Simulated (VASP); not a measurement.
# W3O (P4_2/mmc) in VASP: notebook

Runs on W3O. Level: PBEsol. Tasks: single point.

Program: VASP 6.6.1. These are calculated values, not measurements. Logs are shortened: lines on timing, memory, paths and dates and some standing lists are left out, and cuts for length are marked.

**1. The cell of the first run**

It takes space group P4_2/mmc (No. 131, tetragonal). The conventional cell has a = 4.759 Å, b = 4.759 Å, c = 4.831 Å, α = 90.00°, β = 90.00°, γ = 90.00°. W (site symmetry m2m) has 10 W at 2.38 to 2.94 Å and 4 O at 2.66 to 2.69 Å within 3.1 Å. W (site symmetry -4m2) has 10 W at 2.42 to 2.92 Å and 4 O at 2.67 Å within 3.2 Å. Within 3.5 Å of O (site symmetry mmm) lie 12 W at 2.66 to 2.69 Å.

**2. Single point, PBEsol (strain -0.015 along x and y, +0.000 along z)**

INCAR reads:

```
ALGO = Normal ; EDIFF = 1E-6
ENCUT = 520 ; GGA = PS
ISIF = 2 ; ISMEAR = 0
LASPH = True ; LCHARG = False
LREAL = False ; LWAVE = False
NBANDS = 58 ; NELM = 60
PREC = Accurate ; SIGMA = 0.15
```

KPOINTS reads:

```
k-points
0
Gamma
  8 8 8
```

POSCAR reads:

```
W3O
1.0
    4.7588794210      0.0000000000      0.0000000000
    0.0000000000      4.7588794210      0.0000000000
    0.0000000000      0.0000000000      4.8313496660
W O
6 2
Direct
    0.5000000000      0.7500000000      0.0000000000
    0.0000000000      0.5000000000      0.7500000000
    0.2500000000      0.0000000000      0.5000000000
    0.5000000000      0.2500000000      0.0000000000
    0.0000000000      0.5000000000      0.2500000000
    0.7500000000      0.0000000000      0.5000000000
    0.5000000000      0.5000000000      0.5000000000
    0.0000000000      0.0000000000      0.0000000000
```

Potentials or basis: VASP PAW PBE potentials, release 64 (W_sv, O).

Command:

```
> cat potpaw_PBE.64/W_sv/POTCAR potpaw_PBE.64/O/POTCAR > POTCAR
> mpirun -np 1 vasp_std > vasp.out
```

OUTCAR:

```text
EDIFF = 1E-6
   ENCUT = 520
   GGA = PS
   ISIF = 2
   ISMEAR = 0
   LASPH = True
   LREAL = False
   NELM = 60
   PREC = Accurate

 ion  position               nearest neighbor table
   1  0.500  0.750  0.000-   4 2.38   4 2.38   8 2.66   8 2.66   7 2.69   7 2.69   5 2.92   2 2.92
                             5 2.92   2 2.92   6 2.94   3 2.94   6 2.94   3 2.94
   2  0.000  0.500  0.750-   5 2.42   5 2.42   8 2.67   7 2.67   8 2.67   7 2.67   4 2.92   1 2.92
                             3 2.92   6 2.92   6 2.92   1 2.92   4 2.92   3 2.92
   3  0.250  0.000  0.500-   6 2.38   6 2.38   7 2.66   7 2.66   8 2.69   8 2.69   2 2.92   5 2.92
                             2 2.92   5 2.92   4 2.94   1 2.94   4 2.94   1 2.94
   4  0.500  0.250  0.000-   1 2.38   1 2.38   8 2.66   8 2.66   7 2.69   7 2.69   5 2.92   2 2.92
                             5 2.92   2 2.92   6 2.94   3 2.94   6 2.94   3 2.94
   5  0.000  0.500  0.250-   2 2.42   2 2.42   8 2.67   7 2.67   8 2.67   7 2.67   3 2.92   4 2.92
                             3 2.92   6 2.92   6 2.92   1 2.92   4 2.92   1 2.92
   6  0.750  0.000  0.500-   3 2.38   3 2.38   7 2.66   7 2.66   8 2.69   8 2.69   2 2.92   5 2.92
                             5 2.92   2 2.92   1 2.94   1 2.94   4 2.94   4 2.94
   7  0.500  0.500  0.500-   3 2.66   6 2.66   3 2.66   6 2.66   5 2.67   2 2.67   2 2.67   5 2.67
                             1 2.69   4 2.69   1 2.69   4 2.69
   8  0.000  0.000  0.000-   1 2.66   4 2.66   1 2.66   4 2.66   2 2.67   5 2.67   2 2.67   5 2.67
                             3 2.69   6 2.69   3 2.69   6 2.69

  LATTYP: Found a simple tetragonal cell.
 ALAT       =     4.7588794210
 C/A-ratio  =     1.0152284264

  Lattice vectors:

 A1 = (   4.7588794210,   0.0000000000,   0.0000000000)
 A2 = (   0.0000000000,   4.7588794210,   0.0000000000)
 A3 = (   0.0000000000,   0.0000000000,   4.8313496660)

Analysis of symmetry for initial positions (statically):
=====================================================================
 Subroutine PRICEL returns:
 Original cell was already a primitive cell.

 Routine SETGRP: Setting up the symmetry group for a
 simple tetragonal supercell.

 Subroutine GETGRP returns: Found 16 space group operations
 (whereof  8 operations were pure point group operations)
 out of a pool of 16 trial point group operations.

The static configuration has the point symmetry D_2h.
 The point group associated with its full space group is D_4h.

Analysis of symmetry for dynamics (positions and initial velocities):
=====================================================================
 Subroutine PRICEL returns:
 Original cell was already a primitive cell.

 Routine SETGRP: Setting up the symmetry group for a
 simple tetragonal supercell.

 Subroutine GETGRP returns: Found 16 space group operations
 (whereof  8 operations were pure point group operations)
 out of a pool of 16 trial point group operations.

The dynamic configuration has the point symmetry D_2h.
 The point group associated with its full space group is D_4h.

 Subroutine INISYM returns: Found 16 space group operations
 (whereof  8 operations are pure point group operations),
 and found     1 'primitive' translations

----------------------------------------------------------------------------------------

                                     Primitive cell

  volume of cell :     109.4153

  direct lattice vectors                    reciprocal lattice vectors
     4.758879421  0.000000000  0.000000000     0.210133502  0.000000000  0.000000000
     0.000000000  4.758879421  0.000000000     0.000000000  0.210133502  0.000000000
     0.000000000  0.000000000  4.831349666     0.000000000  0.000000000  0.206981500

  length of vectors
     4.758879421  4.758879421  4.831349666     0.210133502  0.210133502  0.206981500

  position of ions in fractional coordinates (direct lattice)
     0.500000000  0.750000000  0.000000000
     0.000000000  0.500000000  0.750000000
     0.250000000  0.000000000  0.500000000
     0.500000000  0.250000000  0.000000000
     0.000000000  0.500000000  0.250000000
     0.750000000  0.000000000  0.500000000
     0.500000000  0.500000000  0.500000000
     0.000000000  0.000000000  0.000000000

  ion indices of the primitive-cell ions
   primitive index   ion index
                 1           1
                 2           2
                 3           3
                 4           4
                 5           5
                 6           6
                 7           7
                 8           8

----------------------------------------------------------------------------------------

 KPOINTS: k-points

Automatic generation of k-mesh.
 Grid dimensions read from file:
 generate k-points for:    8    8    8

 Generating k-lattice:

  Cartesian coordinates                     Fractional coordinates (reciprocal lattice)
     0.026266688  0.000000000  0.000000000     0.125000000  0.000000000  0.000000000
     0.000000000  0.026266688  0.000000000     0.000000000  0.125000000  0.000000000
     0.000000000  0.000000000  0.025872687     0.000000000  0.000000000  0.125000000

  Length of vectors
     0.026266688  0.026266688  0.025872687

  Shift w.r.t. Gamma in fractional coordinates (k-lattice)
     0.000000000  0.000000000  0.000000000

 Subroutine IBZKPT returns following result:
 ===========================================

 Found     75 irreducible k-points:

 Following reciprocal coordinates:
            Coordinates               Weight
  0.000000  0.000000  0.000000      1.000000
  0.125000  0.000000  0.000000      4.000000
  0.250000  0.000000  0.000000      4.000000
  0.375000  0.000000  0.000000      4.000000
  0.500000  0.000000  0.000000      2.000000
  0.125000  0.125000  0.000000      4.000000
[... 16 lines left out ...]
  0.375000  0.125000  0.125000     16.000000
  0.500000  0.125000  0.125000      8.000000
 [... further k-points ...]
   k-points           NKPTS =     75   k-points in BZ     NKDIM =     75   number of bands    NBANDS=     58
   number of dos      NEDOS =    301   number of ions     NIONS =      8
   total plane-waves  NPLWV =  46656
   dimension x,y,z NGX =    36 NGY =   36 NGZ =   36
   dimension x,y,z NGXF=    72 NGYF=   72 NGZF=   72
   ions per type =               6   2
   NGX,Y,Z   is equivalent  to a cutoff of  12.58, 12.58, 12.39 a.u.
   NGXF,Y,Z  is equivalent  to a cutoff of  25.15, 25.15, 24.78 a.u.
 SYSTEM =  unknown system
   PREC   = accura    normal or accurate (medium, high low for compatibility)
   ISTART =      0    job   : 0-new  1-cont  2-samecut
   ICHARG =      2    charge: 1-file 2-atom 10-const
   ISPIN  =      1    spin polarized calculation?
   LNONCOLLINEAR =      F non collinear calculations
   LSORBIT =      F    spin-orbit coupling
   LASPH  =      T    aspherical Exc in radial PAW
   ENCUT  =  520.0 eV  38.22 Ry    6.18 a.u.   8.85  8.85  8.98*2*pi/ulx,y,z
   NELM   =     60;   NELMIN=  2; NELMDL= -5     # of ELM steps
   EDIFF  = 0.1E-05   stopping-criterion for ELM
   LREAL  =      F    real-space projection
   EDIFFG = 0.1E-04   stopping-criterion for IOM
   NSW    =      0    number of steps for IOM
   IBRION =     -1    ionic relax: 0-MD 1-quasi-New 2-CG
   NFREE  =      0    steps in history (QN), initial steepest desc. (CG)
   ISIF   =      2    stress and relaxation
   ISYM   =      2    0-nonsym 1-usesym 2-fastsym
   POTIM  = 0.5000    time-step for ionic-motion
   TEBEG  =    0.0;   TEEND  =   0.0 temperature during run
   PSTRESS=    0.0 pullay stress
   NELECT =      96.0000    total number of electrons
   NUPDOWN=      -1.0000    fix difference up-down
   EMIN   =  10.00;   EMAX   =-10.00  energy-range for DOS
   EFERMI =   0.00;   METHOD = LEGACY
   ISMEAR =     0;   SIGMA  =   0.15  broadening in eV -4-tet -1-fermi 0-gaus
   EFERMI_NEDOS =   21; number of points for ismear=-14 and -15
   IALGO  =     38    algorithm
   IMIX   =      4    mixing-type and parameters
     AMIX     =   0.40;   BMIX     =  1.00
     AMIX_MAG =   1.60;   BMIX_MAG =  1.00
  volume/ion in A,a.u.               =      13.68        92.30
  Fermi-wavevector in a.u.,A,eV,Ry     =   1.567254  2.961680 33.419772  2.456284
  Thomas-Fermi vector in A             =   2.669461
   LORBIT       =      0    0 simple, 1 ext, 2 COOP (PROOUT), +10 PAW based schemes
   GGA     = PS    functional components
   LHFCALC =     F    Hartree Fock is set to
   AEXX    =    0.0000 exact exchange contribution
   IVDW    =     0    specifies the selected vdW correction
   LEPSILON=     F    determine dielectric tensor
   LRPA    =     F    only Hartree local field effects (RPA)
 non-spin polarized calculation
 Gauss-broadening in eV      SIGMA  =   0.15
  energy-cutoff  :      520.00
  volume of cell :      109.42
 maximum number of plane-waves:      2968
 NGX is ok and might be reduce to    36
   NGX = 17   NGY = 17   NGZ = 17

 number of electron      95.9999974 magnetization

 Free energy of the ion-electron system (eV)
  ---------------------------------------------------
  ext. energy  EPLUGINS =         0.00000000
  ---------------------------------------------------
  free energy    TOTEN  =       -86.43845969 eV

  energy without entropy =      -86.35984133  energy(sigma->0) =      -86.39915051

 E-fermi :  10.5267     XC(G=0): -13.5750

 val. band max:       10.5199935947   @ k =   0.1250   0.0000   0.0000
 cond. band min:      10.5313506627   @ k =   0.1250   0.1250   0.0000
 fundamental gap:      0.0113570680
 Fermi energy:        10.5267348892

 k-point     1 :       0.0000    0.0000    0.0000
  band No.  band energies     occupation
      1     -63.6457      2.00000
      2     -63.5744      2.00000
      3     -63.5643      2.00000
      4     -63.3290      2.00000
      5     -63.2929      2.00000
      6     -63.2929      2.00000
[... 50 lines left out ...]
     57      14.2301      0.00000
     58      14.6165      0.00000

 k-point     2 :       0.1250    0.0000    0.0000
  band No.  band energies     occupation
      1     -63.6400      2.00000
      2     -63.5714      2.00000
      3     -63.5617      2.00000
      4     -63.3290      2.00000
      5     -63.3045      2.00000
      6     -63.2929      2.00000
[... 1337 lines left out ...]
      2     -63.5827      2.00000
      3     -63.4440      2.00000
      4     -63.4428      2.00000
      5     -63.3388      2.00000
      6     -63.3046      2.00000
[... 50 lines left out ...]
     57      13.1555      0.00000
     58      13.2284      0.00000

 [... further k-points ...]

------------------------ aborting loop because EDIFF is reached ----------------------------------------

  FORCE on cell =-STRESS in cart. coord.  units (eV):
  Direction    XX          YY          ZZ          XY          YZ          ZX
  --------------------------------------------------------------------------------------
  -------------------------------------------------------------------------------------
  Total        6.9310231      6.9310231      5.8384347      0.0000000      0.0000000      0.0000000
  in kB      101.4915906    101.4915906     85.4927200      0.0000000      0.0000000      0.0000000
  external PRESSURE =      96.1586338 kB  Pullay stress =       0.0000000 kB

 VOLUME and BASIS-vectors are now :
 -----------------------------------------------------------------------------
  energy-cutoff  :      520.00
  volume of cell :      109.42
      direct lattice vectors                 reciprocal lattice vectors
     4.758879421  0.000000000  0.000000000     0.210133502  0.000000000  0.000000000
     0.000000000  4.758879421  0.000000000     0.000000000  0.210133502  0.000000000
     0.000000000  0.000000000  4.831349666     0.000000000  0.000000000  0.206981500

 POSITION                                       TOTAL-FORCE (eV/Angst)
 -----------------------------------------------------------------------------------
      2.37944      3.56916      0.00000        -0.000000     -0.139786      0.000000
      0.00000      2.37944      3.62351         0.000000     -0.000000     -0.000000
      1.18972      0.00000      2.41567        -0.139786      0.000000     -0.000000
      2.37944      1.18972      0.00000         0.000000      0.139786     -0.000000
      0.00000      2.37944      1.20784         0.000000      0.000000     -0.000000
      3.56916      0.00000      2.41567         0.139786      0.000000     -0.000000
      2.37944      2.37944      2.41567         0.000000      0.000000     -0.000000
      0.00000      0.00000      0.00000         0.000000      0.000000     -0.000000
 -----------------------------------------------------------------------------------
    total drift:                                0.000000      0.000000     -0.000000

  FREE ENERGIE OF THE ION-ELECTRON SYSTEM (eV)
  ---------------------------------------------------
  free  energy   TOTEN  =       -86.4384596908 eV

  energy  without entropy=      -86.3598413342  energy(sigma->0) =      -86.39915051
```

It took 2.9 min on 1 thread of Intel Xeon 6975P-C (Granite Rapids), shared host; peak memory 0.43 GiB.

What came out:

- Free energy: -86.4385 eV
- Pressure: 9.6 GPa
- Largest force: 0.140 eV/Å
- Band gap on the k mesh: zero (bands 48 and 49 overlap by 1.02 eV)

Forces in eV/Å, atoms in the order of the input:
```
W    0.000 -0.140  0.000
W    0.000  0.000  0.000
W   -0.140  0.000  0.000
W    0.000  0.140  0.000
W    0.000  0.000  0.000
W    0.140  0.000  0.000
O    0.000  0.000  0.000
O    0.000  0.000  0.000
```

Levels at points of the mesh, in eV from the Fermi level:
| k point | band 44 | band 45 | band 46 | band 47 | band 48 | band 49 | band 50 | band 51 | band 52 | band 53 |
| --- | --- | --- | --- | --- | --- | --- | --- | --- | --- | --- |
| (0.00, 0.00, 0.00) | -1.49 | -1.42 | -0.71 | -0.01 | 0.22 | 0.22 | 1.46 | 1.52 | 1.52 | 2.41 |
| (0.50, 0.00, 0.00) | -2.26 | -0.86 | -0.84 | 0.37 | 0.49 | 0.51 | 0.55 | 0.98 | 1.19 | 2.05 |
| (0.50, 0.50, 0.00) | -0.97 | -0.97 | -0.44 | -0.21 | -0.18 | -0.18 | -0.12 | -0.12 | 0.25 | 1.03 |
| (0.00, 0.00, 0.50) | -2.30 | -0.96 | -0.96 | 0.50 | 0.50 | 0.52 | 0.52 | 1.18 | 1.18 | 2.14 |
| (0.50, 0.00, 0.50) | -1.02 | -0.97 | -0.36 | -0.32 | -0.29 | -0.17 | -0.15 | -0.11 | 0.22 | 1.00 |
| (0.50, 0.50, 0.50) | -1.49 | -1.15 | -1.15 | -1.09 | -1.09 | -0.16 | -0.16 | 0.69 | 0.69 | 0.73 |

Caveat: the cell differs from its parent crystal (strain -0.015 along x and y, +0.000 along z); the cell stands under pressure; the PAW data sets were made with another functional, which shifts forces and pressure a little; spin-orbit coupling is left out, which moves the levels of the heavy elements.

**3. Single point, PBEsol (strain +0.000 along x and y, -0.015 along z)**

INCAR reads:

```
SYSTEM = W3O
PREC = Accurate
ENCUT = 520
EDIFF = 1E-6
ISMEAR = 0
SIGMA = 0.15
LREAL = .FALSE.
LASPH = .TRUE.
NELM = 100
ALGO = Normal
ISIF = 2
LWAVE = .FALSE.
LCHARG = .FALSE.
GGA = PS
NBANDS = 58
```

KPOINTS reads:

```
regular mesh
0
G
  8 8 8
  0 0 0
```

Edit POSCAR of step 2 so:

```diff
@@ -2,5 +2,5 @@
 1.0
-    4.7588794210      0.0000000000      0.0000000000
-    0.0000000000      4.7588794210      0.0000000000
-    0.0000000000      0.0000000000      4.8313496660
+    4.8313496660      0.0000000000      0.0000000000
+    0.0000000000      4.8313496660      0.0000000000
+    0.0000000000      0.0000000000      4.7588794210
 W O
```

Potentials or basis: VASP PAW PBE potentials, release 64 (W_sv, O).

Command:

```
> cat potpaw_PBE.64/W_sv/POTCAR potpaw_PBE.64/O/POTCAR > POTCAR
> mpirun -np 1 vasp_std > vasp.out
```

It took 2.8 min on 1 thread of Intel Xeon 6975P-C (Granite Rapids), shared host; peak memory 0.44 GiB.

The run converged. Its results:

- Free energy: -86.5158 eV
- Pressure: 5.2 GPa
- Largest force: 0.129 eV/Å
- Band gap on the k mesh: zero (bands 48 and 49 overlap by 0.95 eV)

Forces in eV/Å, atoms in the order of the input:
```
W    0.000  0.129  0.000
W    0.000  0.000  0.000
W    0.129  0.000  0.000
W    0.000 -0.129  0.000
W    0.000  0.000  0.000
W   -0.129  0.000  0.000
O    0.000  0.000  0.000
O    0.000  0.000  0.000
```

Stress tensor (GPa, compression positive):
```
4.53 0.00 0.00
0.00 4.53 0.00
0.00 0.00 6.54
```

Levels at points of the mesh, in eV from the Fermi level:
| k point | band 46 | band 47 | band 48 | band 49 | band 50 | band 51 |
| --- | --- | --- | --- | --- | --- | --- |
| (0.00, 0.00, 0.00) | -0.71 | 0.06 | 0.06 | 0.29 | 1.44 | 1.44 |
| (0.50, 0.00, 0.00) | -0.91 | 0.42 | 0.45 | 0.52 | 0.56 | 1.03 |
| (0.50, 0.50, 0.00) | -0.33 | -0.33 | -0.30 | -0.23 | -0.23 | -0.07 |
| (0.00, 0.00, 0.50) | -0.82 | 0.40 | 0.40 | 0.50 | 0.50 | 1.03 |
| (0.50, 0.00, 0.50) | -0.38 | -0.30 | -0.24 | -0.16 | -0.15 | -0.09 |
| (0.50, 0.50, 0.50) | -1.11 | -1.05 | -1.05 | -0.19 | -0.19 | 0.65 |

Caveat: the cell differs from its parent crystal (strain +0.000 along x and y, -0.015 along z); the cell stands under pressure; the PAW data sets were made with another functional, which shifts forces and pressure a little; spin-orbit coupling is left out, which moves the levels of the heavy elements.
